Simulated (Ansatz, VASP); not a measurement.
## AlFe3B: VASP beside Ansatz

INCAR

```
SYSTEM = AlFe3B
  PREC = Accurate
  ENCUT = 520
  EDIFF = 1E-7
  ISMEAR = -1
  SIGMA = 0.05
  LREAL = .FALSE.
  LASPH = .TRUE.
  NELM = 150
  ALGO = Normal
  ISIF = 2
  LWAVE = .FALSE.
  LCHARG = .FALSE.
  ISPIN = 2
  MAGMOM = 3.73333 3.73333 3.73333 0 0
  LORBIT = 11
  NUPDOWN = 11.2
  LMAXMIX = 4
  GGA = PS
  NBANDS = 27
```

The input KPOINTS:

```
Automatic mesh
0
G
  6 6 6
  0 0 0
```

File POSCAR:

```
AlFe3B
1.0
    3.8223220000      0.0000000000      0.0000000000
    0.0000000000      3.8223220000      0.0000000000
    0.0000000000      0.0000000000      3.8223220000
Fe Al B
3 1 1
Direct
    0.0000000000      0.0000000000      0.5000000000
    0.0000000000      0.5000000000      0.0000000000
    0.5000000000      0.0000000000      0.0000000000
    0.5000000000      0.5000000000      0.5000000000
    0.0000000000      0.0000000000      0.0000000000
```

Contents of input.yaml:

```yaml
crystal:
  lattice:
    - [3.822322, 0.0, 0.0]
    - [0.0, 3.822322, 0.0]
    - [0.0, 0.0, 3.822322]
  atoms:
    - { symbol: Fe, position: [0.0, 0.0, 0.5], spin: 3.7333333333 }
    - { symbol: Fe, position: [0.0, 0.5, 0.0], spin: 3.7333333333 }
    - { symbol: Fe, position: [0.5, 0.0, 0.0], spin: 3.7333333333 }
    - { symbol: Al, position: [0.5, 0.5, 0.5] }
    - { symbol: B, position: [0.0, 0.0, 0.0] }
hamiltonian:
  xc: pbesol
  pseudopotentials: { kind: paw }
magnetization:
  spin_polarized: true
  initial_magnetization: 11.2
  spin_locking: { lock_magnetization: hard }
kpoints:
  mp_grid: { grid: [6, 6, 6] }
scf:
  occupations: { method: fermi_dirac, width: 0.05 }
  lower_state_search: "off"
output:
  forces: true
  stress: true
  eigenvalues: true
  write_density: true
  write_potential: true
  elf: true
  volumetric_format: npy
```

Alike in both runs: task single point; functional PBEsol; k mesh 6 × 6 × 6; occupations fermi-dirac, width 0.05 eV; collinear spin; fixed moment 11.2 μB.

|  | VASP | Ansatz |
| --- | --- | --- |
| version | VASP 6.6.1 | Ansatz 0.2.0 |
| potentials or method | VASP PAW PBE potentials, release 64 (Fe, Al, B) | Ansatz PAW |
| plane-wave cutoff (eV) | 520 | 420 |
| valence electrons in the cell | 30 | 54 |

Ansatz gave:

```
net moment per atom (μB)                                      : 2.24
size of the moment on the site where the two differ most (μB) : 2.96
```

Task: What did VASP give for the same quantities?

Result: net moment per atom (μB): 2.24; size of the moment on the site where the two differ most (μB): 3.39.

VASP's potentials were made for PBE, not for PBEsol. Site moments also hang on the region over which each program counts them. VASP's potentials hold 30 valence electrons a cell and Ansatz's 54, so a difference there can come from the potentials and not from the codes.
